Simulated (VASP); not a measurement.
# Ge (Im-3m) in VASP: a series of runs, part 2 of 3

VASP 6.6.1. Earlier steps stand in the parts before.

## Step 3: Single point, LDA (volume scaled by 0.4)

File INCAR:

```
PREC = Accurate
ENCUT = 520
EDIFF = 1E-6
ISMEAR = -1
SIGMA = 0.1
LREAL = F
LASPH = T
NELM = 100
ALGO = Normal
ISIF = 2
LWAVE = F
LCHARG = T
GGA = CA
LELF = T
LVHAR = T
NBANDS = 13
```

File KPOINTS:

```
Automatic mesh
0
Gamma
  18 18 18
```

File POSCAR:

```
Ge
1.0
   -1.2142874121      1.2142874121      1.2142874121
    1.2142874121     -1.2142874121      1.2142874121
    1.2142874121      1.2142874121     -1.2142874121
Ge
1
Direct
    0.0000000000      0.0000000000      0.0000000000
```

Potentials or basis: VASP PAW LDA potentials, release 64 (Ge_d).

Started as:

```console
cat potpaw_LDA.64/Ge_d/POTCAR > POTCAR
mpirun -np 1 vasp_std > vasp.out
```

OUTCAR:

```text
PREC = Accurate
   ENCUT = 520
   EDIFF = 1E-6
   ISMEAR = -1
   LREAL = F
   LASPH = T
   NELM = 100
   ISIF = 2
   GGA = CA

 ion  position               nearest neighbor table
   1  0.000  0.000  0.000-

  LATTYP: Found a body centered cubic cell.
 ALAT       =     2.4285748242

  Lattice vectors:

 A1 = (  -1.2142874121,   1.2142874121,   1.2142874121)
 A2 = (   1.2142874121,  -1.2142874121,   1.2142874121)
 A3 = (   1.2142874121,   1.2142874121,  -1.2142874121)

Analysis of symmetry for initial positions (statically):
=====================================================================
 Subroutine PRICEL returns:
 Original cell was already a primitive cell.

 Routine SETGRP: Setting up the symmetry group for a
 body centered cubic supercell.

 Subroutine GETGRP returns: Found 48 space group operations
 (whereof 48 operations were pure point group operations)
 out of a pool of 48 trial point group operations.

The static configuration has the point symmetry O_h .

Analysis of symmetry for dynamics (positions and initial velocities):
=====================================================================
 Subroutine PRICEL returns:
 Original cell was already a primitive cell.

 Routine SETGRP: Setting up the symmetry group for a
 body centered cubic supercell.

 Subroutine GETGRP returns: Found 48 space group operations
 (whereof 48 operations were pure point group operations)
 out of a pool of 48 trial point group operations.

The dynamic configuration has the point symmetry O_h .

 Subroutine INISYM returns: Found 48 space group operations
 (whereof 48 operations are pure point group operations),
 and found     1 'primitive' translations

----------------------------------------------------------------------------------------

                                     Primitive cell

  volume of cell :       7.1618

  direct lattice vectors                    reciprocal lattice vectors
    -1.214287412  1.214287412  1.214287412     0.000000000  0.411764130  0.411764130
     1.214287412 -1.214287412  1.214287412     0.411764130  0.000000000  0.411764130
     1.214287412  1.214287412 -1.214287412     0.411764130  0.411764130  0.000000000

  length of vectors
     2.103207493  2.103207493  2.103207493     0.582322417  0.582322417  0.582322417

  position of ions in fractional coordinates (direct lattice)
     0.000000000  0.000000000  0.000000000

  ion indices of the primitive-cell ions
   primitive index   ion index
                 1           1

----------------------------------------------------------------------------------------

 KPOINTS: Automatic mesh

Automatic generation of k-mesh.
 Grid dimensions read from file:
 generate k-points for:   18   18   18

 Generating k-lattice:

  Cartesian coordinates                     Fractional coordinates (reciprocal lattice)
     0.000000000  0.022875785  0.022875785     0.055555556  0.000000000  0.000000000
     0.022875785  0.000000000  0.022875785     0.000000000  0.055555556  0.000000000
     0.022875785  0.022875785  0.000000000     0.000000000  0.000000000  0.055555556

  Length of vectors
     0.032351245  0.032351245  0.032351245

  Shift w.r.t. Gamma in fractional coordinates (k-lattice)
     0.000000000  0.000000000  0.000000000

 Subroutine IBZKPT returns following result:
 ===========================================

 Found    195 irreducible k-points:

 Following reciprocal coordinates:
            Coordinates               Weight
  0.000000  0.000000  0.000000      1.000000
  0.055556  0.000000  0.000000     12.000000
  0.111111  0.000000  0.000000     12.000000
  0.166667  0.000000  0.000000     12.000000
  0.222222  0.000000  0.000000     12.000000
  0.277778  0.000000  0.000000     12.000000
[... 16 lines left out ...]
  0.333333  0.111111  0.000000     48.000000
  0.388889  0.111111 -0.000000     48.000000
 [... further k-points ...]
   k-points           NKPTS =    195   k-points in BZ     NKDIM =    195   number of bands    NBANDS=     13
   number of dos      NEDOS =    301   number of ions     NIONS =      1
   total plane-waves  NPLWV =   4096
   dimension x,y,z NGX =    16 NGY =   16 NGZ =   16
   dimension x,y,z NGXF=    32 NGYF=   32 NGZF=   32
   ions per type =               1
   NGX,Y,Z   is equivalent  to a cutoff of  12.65, 12.65, 12.65 a.u.
   NGXF,Y,Z  is equivalent  to a cutoff of  25.29, 25.29, 25.29 a.u.
 SYSTEM =  unknown system
   PREC   = accura    normal or accurate (medium, high low for compatibility)
   ISTART =      0    job   : 0-new  1-cont  2-samecut
   ICHARG =      2    charge: 1-file 2-atom 10-const
   ISPIN  =      1    spin polarized calculation?
   LNONCOLLINEAR =      F non collinear calculations
   LSORBIT =      F    spin-orbit coupling
   LASPH  =      T    aspherical Exc in radial PAW
   ENCUT  =  520.0 eV  38.22 Ry    6.18 a.u.   3.91  3.91  3.91*2*pi/ulx,y,z
   NELM   =    100;   NELMIN=  2; NELMDL= -5     # of ELM steps
   EDIFF  = 0.1E-05   stopping-criterion for ELM
   LREAL  =      F    real-space projection
   EDIFFG = 0.1E-04   stopping-criterion for IOM
   NSW    =      0    number of steps for IOM
   IBRION =     -1    ionic relax: 0-MD 1-quasi-New 2-CG
   NFREE  =      0    steps in history (QN), initial steepest desc. (CG)
   ISIF   =      2    stress and relaxation
   ISYM   =      2    0-nonsym 1-usesym 2-fastsym
   POTIM  = 0.5000    time-step for ionic-motion
   TEBEG  =    0.0;   TEEND  =   0.0 temperature during run
   PSTRESS=    0.0 pullay stress
   NELECT =      14.0000    total number of electrons
   NUPDOWN=      -1.0000    fix difference up-down
   EMIN   =  10.00;   EMAX   =-10.00  energy-range for DOS
   EFERMI =   0.00;   METHOD = LEGACY
   ISMEAR =    -1;   SIGMA  =   0.10  broadening in eV -4-tet -1-fermi 0-gaus
   EFERMI_NEDOS =   21; number of points for ismear=-14 and -15
   IALGO  =     38    algorithm
   IMIX   =      4    mixing-type and parameters
     AMIX     =   0.40;   BMIX     =  1.00
     AMIX_MAG =   1.60;   BMIX_MAG =  1.00
  volume/ion in A,a.u.               =       7.16        48.33
  Fermi-wavevector in a.u.,A,eV,Ry     =   2.046960  3.868193 57.009026  4.190045
  Thomas-Fermi vector in A             =   3.050764
   LORBIT       =      0    0 simple, 1 ext, 2 COOP (PROOUT), +10 PAW based schemes
   GGA     = CA    functional components
   LHFCALC =     F    Hartree Fock is set to
   AEXX    =    0.0000 exact exchange contribution
   IVDW    =     0    specifies the selected vdW correction
   LEPSILON=     F    determine dielectric tensor
   LRPA    =     F    only Hartree local field effects (RPA)
 non-spin polarized calculation
  energy-cutoff  :      520.00
  volume of cell :        7.16
 maximum number of plane-waves:       206
   NGX =  7   NGY =  7   NGZ =  7

 number of electron      14.0000005 magnetization

 Free energy of the ion-electron system (eV)
  ---------------------------------------------------
  ext. energy  EPLUGINS =         0.00000000
  ---------------------------------------------------
  free energy    TOTEN  =         3.43847345 eV

  energy without entropy =        3.44579011  energy(sigma->0) =        3.44213178

 E-fermi :  23.4369     XC(G=0): -17.5470

 val. band max:       23.3913244285   @ k =  -0.2778   0.3889   0.1111
 cond. band min:      23.4373588292   @ k =  -0.3889  -0.4444   0.0556
 fundamental gap:      0.0460344007
 Fermi energy:        23.4368508240

 k-point     1 :       0.0000    0.0000    0.0000
  band No.  band energies     occupation
      1      -4.3258      2.00000
      2      -4.3258      2.00000
      3      -4.3258      2.00000
      4      -3.3381      2.00000
      5      -3.3381      2.00000
      6      -2.7001      2.00000
      7      44.9099      0.00000
      8      44.9099      0.00000
      9      44.9099      0.00000
     10      48.7547      0.00000
     11      48.7547      0.00000
     12      48.7547      0.00000
     13      49.9797      0.00000
[... 353 lines left out ...]
 k-point    24 :       0.3889    0.1111   -0.0000
  band No.  band energies     occupation
      1      -4.9091      2.00000
      2      -4.7631      2.00000
      3      -3.4117      2.00000
      4      -3.3672      2.00000
      5      -2.8852      2.00000
      6       8.5907      2.00000
      7      15.7026      2.00000
      8      29.0176      0.00000
      9      33.8196      0.00000
     10      41.2929      0.00000
     11      47.3350      0.00000
     12      53.3675      0.00000
     13      59.4742      0.00000

 [... further k-points ...]

------------------------ aborting loop because EDIFF is reached ----------------------------------------

  FORCE on cell =-STRESS in cart. coord.  units (eV):
  Direction    XX          YY          ZZ          XY          YZ          ZX
  --------------------------------------------------------------------------------------
  -------------------------------------------------------------------------------------
  Total       25.9550731     25.9550731     25.9550731      0.0000000     -0.0000000     -0.0000000
  in kB     5806.4189652   5806.4189652   5806.4189652      0.0000000     -0.0000000     -0.0000000
  external PRESSURE =    5806.4189652 kB  Pullay stress =       0.0000000 kB

 VOLUME and BASIS-vectors are now :
 -----------------------------------------------------------------------------
  energy-cutoff  :      520.00
  volume of cell :        7.16
      direct lattice vectors                 reciprocal lattice vectors
    -1.214287412  1.214287412  1.214287412     0.000000000  0.411764130  0.411764130
     1.214287412 -1.214287412  1.214287412     0.411764130  0.000000000  0.411764130
     1.214287412  1.214287412 -1.214287412     0.411764130  0.411764130  0.000000000

 POSITION                                       TOTAL-FORCE (eV/Angst)
 -----------------------------------------------------------------------------------
      0.00000      0.00000      0.00000         0.000000      0.000000      0.000000
 -----------------------------------------------------------------------------------
    total drift:                               -0.000000     -0.000000     -0.000000

  FREE ENERGIE OF THE ION-ELECTRON SYSTEM (eV)
  ---------------------------------------------------
  free  energy   TOTEN  =         3.4384734524 eV

  energy  without entropy=        3.4457901062  energy(sigma->0) =        3.44213178
```

Run time: 7.8 s. Hardware: 1 thread of AMD EPYC 9R45 (Zen 5), shared host; peak memory 0.09 GiB.

Results:

* Free energy: 3.4385 eV
* Pressure: 580.6 GPa
* Band gap on the k mesh: zero (band 7 reaches 44.91 eV, above the bottom of band 8 at 18.02 eV)

Levels at points of the mesh, in eV from the Fermi level:
```tsv
k point	band 4	band 5	band 6	band 7	band 8	band 9	band 10	band 11
(0.00, 0.00, 0.00)	-26.77	-26.77	-26.14	21.47	21.47	21.47	25.32	25.32
(0.50, 0.00, 0.00)	-26.73	-26.13	-14.05	-9.82	10.31	11.05	14.57	19.86
(0.50, 0.50, 0.50)	-26.29	-26.29	-2.28	-2.28	-2.28	3.39	3.39	8.89
```

(Part 2 of 3 ends here.)
